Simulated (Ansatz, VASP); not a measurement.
## Two plane-wave programs on CdS

```
Cd S
1.0
     0.00000    3.00360    3.00360
     3.00360    0.00000    3.00360
     3.00360    3.00360    0.00000
Cd S
1 1
Cartesian
  0.0000 0.0000 0.0000
  4.5054 4.5054 4.5054
```

Alike in both runs: functional RPBE; k mesh 8 × 8 × 8; occupations gaussian, width 0.02 eV; no spin polarisation.

Ansatz relaxed the structure, and its values are those at the end. VASP's run is a single point on that final structure, the one shown.

|  | VASP | Ansatz |
| --- | --- | --- |
| version | VASP 6.6.1 | Ansatz 0.2.0 |
| potentials or method | VASP PAW PBE potentials, release 64 (Cd, S), cutoff 520 eV | scalar-relativistic, plane waves, PAW |
| valence electrons in the cell | 18 | 26 |

```tsv
	VASP	Ansatz	Ansatz less VASP
gap on the k mesh at the Fermi level (eV)	1.13	1.13	-0.001
least direct gap on the mesh (eV)	1.13	1.13	-0.001
pressure (GPa)	0.2	0.0	-0.22
```

VASP's potentials were made for PBE, not for RPBE. VASP's potentials hold 18 valence electrons a cell and Ansatz's 26, so a difference there can come from the potentials and not from the codes.
